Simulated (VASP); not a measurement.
## CaSe: single point with r2SCAN

CaSe:

```
Ca Se
1.0
     0.00000    3.27956    3.27956
     3.27956    0.00000    3.27956
     3.27956    3.27956    0.00000
Ca Se
1 1
Cartesian
  0.0000 0.0000 0.0000
  1.6398 1.6398 1.6398
```

* Program: VASP 6.6.1
* Task: single point
* Functional: r2SCAN
* Potentials or basis: VASP PAW PBE potentials, release 64 (Ca_sv, Se)
* Cutoff: 520 eV
* k mesh: 6 × 6 × 6
* Occupations: gaussian, width 0.01 eV
* Spin: no spin polarisation
* Dipole correction: no
* Further INCAR settings: ALGO = Normal; EDIFF = 1e-07; NBANDS = 15

The pressure is 0.2 GPa. The band gap on the k mesh is 3.69 eV (least direct gap 3.78 eV).

Levels at points of the mesh, in eV from the valence-band top:
| k point | band 6 | band 7 | band 8 | band 9 | band 10 | band 11 |
| --- | --- | --- | --- | --- | --- | --- |
| (0.00, 0.00, 0.00) | -0.09 | -0.09 | -0.09 | 3.69 | 5.95 | 5.95 |
| (0.50, 0.00, 0.00) | -1.22 | -0.01 | -0.01 | 5.62 | 6.07 | 6.07 |
| (0.50, 0.50, 0.00) | -1.24 | -0.05 | -0.05 | 3.90 | 5.56 | 6.70 |

It took 83 s on 1 thread of Intel(R) Xeon(R) Platinum 8259CL CPU @ 2.50GHz (Skylake/Cascade Lake) (shared host), peak memory 0.22 GiB.

Caveat: the structure was generated, so it needn't be the stable form of CaSe; the PAW data sets were made with another functional, which shifts forces and pressure a little. A k mesh can miss the band edges.
